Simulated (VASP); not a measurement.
A run of VASP 6.6.1 is set up as follows.

The input INCAR:

```
PREC = Accurate
ENCUT = 520
EDIFF = 1E-8
ISMEAR = -1
SIGMA = 0.15
LREAL = False
LASPH = True
NELM = 100
ALGO = Normal
ISIF = 2
LWAVE = False
LCHARG = False
GGA = PS
NBANDS = 14
IBRION = 8
NSW = 1
```

File KPOINTS:

```
regular mesh
0
Gamma
  14 14 14
```

POSCAR

```
InH
1.0
    3.0940000000      0.0000000000      0.0000000000
    0.0000000000      3.0940000000      0.0000000000
    0.0000000000      0.0000000000      3.0940000000
In H
1 1
Direct
    0.0000000000      0.0000000000      0.0000000000
    0.5000000000      0.5000000000      0.5000000000
```

Potentials or basis: VASP PAW PBE potentials, release 64 (In_d, H).

Command:

```sh
$ cat potpaw_PBE.64/In_d/POTCAR potpaw_PBE.64/H/POTCAR > POTCAR
$ mpirun -np 1 vasp_std > vasp.out
```

Question: Predict the highest phonon frequency at Γ, LO-TO splitting left out.

Answer: 1 cm⁻¹.

Question: Estimate the most unstable mode.

Answer: 455i cm⁻¹.

Phonon frequencies in cm⁻¹ (negative: imaginary):
```
              q point           frequencies
(0.000, 0.000, 0.000)  -455 -455 -455 1 1 1
```

Caveat: some modes are imaginary.
